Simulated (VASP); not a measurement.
Write the native input for VASP 6.6.1 that does the following.

- Task: single point
- Functional: PBE
- Potentials or basis: VASP PAW PBE potentials, release 64 (Sn_d, O)
- Cutoff: 520 eV
- k mesh: 6 × 6 × 10
- Occupations: gaussian, width 0.02 eV
- Spin: no spin polarisation
- Dipole correction: no
- Further INCAR settings: ALGO = Normal; EDIFF = 1e-07; NBANDS = 35

The structure of SnO2 lies in POSCAR:

```
SnO2
1.0
    4.3155087597      0.0000000000      0.0000000000
    0.0000000000      4.3155087597      0.0000000000
    0.0000000000      0.0000000000      3.0849419873
Sn O
2 4
Direct
    0.5000000000      0.5000000000      0.5000000000
    0.0000000000      0.0000000000      0.0000000000
    0.1935118317      0.8064881683      0.5000000000
    0.8064881683      0.1935118317      0.5000000000
    0.3064881683      0.3064881683      0.0000000000
    0.6935118317      0.6935118317      0.0000000000
```

One way to write it, as run:

INCAR

```
SYSTEM = SnO2
PREC = Accurate
ENCUT = 520
EDIFF = 1E-7
ISMEAR = 0
SIGMA = 0.02
LREAL = .False.
LASPH = .True.
NELM = 80
ALGO = Normal
ISIF = 2
LWAVE = .False.
LCHARG = .False.
GGA = PE
NBANDS = 35
```

KPOINTS

```
Automatic mesh
0
Gamma
  6 6 10
  0 0 0
```

Potentials or basis: VASP PAW PBE potentials, release 64 (Sn_d, O).

Launch:

```sh
$ cat potpaw_PBE.64/Sn_d/POTCAR potpaw_PBE.64/O/POTCAR > POTCAR
$ mpirun -np 1 vasp_std > vasp.out
```

Results of the run:

The pressure is 91.1 GPa, the largest force is 0.041 eV/Å and the band gap on the k mesh is 3.99 eV.

Caveat: the cell stands under pressure; spin-orbit coupling is left out, which moves the levels of the heavy elements.

Run time: 3 min on 1 thread of Intel Xeon 8259CL, with other jobs on the host, peak memory 0.22 GiB.
